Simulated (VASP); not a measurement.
Wanted: the native input for a VASP 6.6.1 run.

```
Task                   : electric field gradients
Functional             : LDA
Potentials or basis    : VASP PAW LDA potentials, release 64 (Ag_sv_GW, Pt_sv_GW)
Cutoff                 : 470 eV
k mesh                 : 9 × 9 × 9
Occupations            : fermi-dirac, width 0.08 eV
Spin                   : no spin polarisation
Dipole correction      : no
Further INCAR settings : ALGO = Normal; EDIFF = 1e-08; NBANDS = 44
```

The structure of AgPt3 lies in POSCAR:

```
AgPt3
1.0
    3.9513216749      0.0000000000      0.0000000000
    0.0000000000      3.9513216749      0.0000000000
    0.0000000000      0.0000000000      3.9513216749
Ag Pt
1 3
Direct
    0.0000000000      0.0000000000      0.0000000000
    0.0000000000      0.5000000000      0.5000000000
    0.5000000000      0.0000000000      0.5000000000
    0.5000000000      0.5000000000      0.0000000000
```

The input as run:

INCAR

```
ALGO = Normal
EDIFF = 1E-8
ENCUT = 470
GGA_COMPAT = False
ISIF = 2
ISMEAR = -1
LASPH = True
LCHARG = False
LEFG = True
LREAL = False
LWAVE = False
NBANDS = 44
NELM = 120
PREC = Accurate
SIGMA = 0.08
```

KPOINTS

```
k-points
0
Gamma
  9 9 9
```

Potentials or basis: VASP PAW LDA potentials, release 64 (Ag_sv_GW, Pt_sv_GW).

Run with:

```sh
$ cat potpaw_LDA.64/Ag_sv_GW/POTCAR potpaw_LDA.64/Pt_sv_GW/POTCAR > POTCAR
$ mpirun -np 1 vasp_std > vasp.out
```

It gave:

```
Pressure                                : -10.6 GPa
Band gap on the k mesh                  : zero (an odd number of electrons rules out a gap without spin polarisation)
Largest electric field gradient by atom : Ag -0.0; Pt -17.2 V/Å²
```

Caveat: the cell stands under tension; without QUAD_EFG the Cq values of the log hold for a quadrupole moment of 1 mb, not for the nuclei; spin-orbit coupling is left out, which moves the levels of the heavy elements.

It took 66 s on 1 thread of Intel(R) Xeon(R) Platinum 8488C (Sapphire Rapids), with other jobs on the host, peak memory 0.2 GiB.
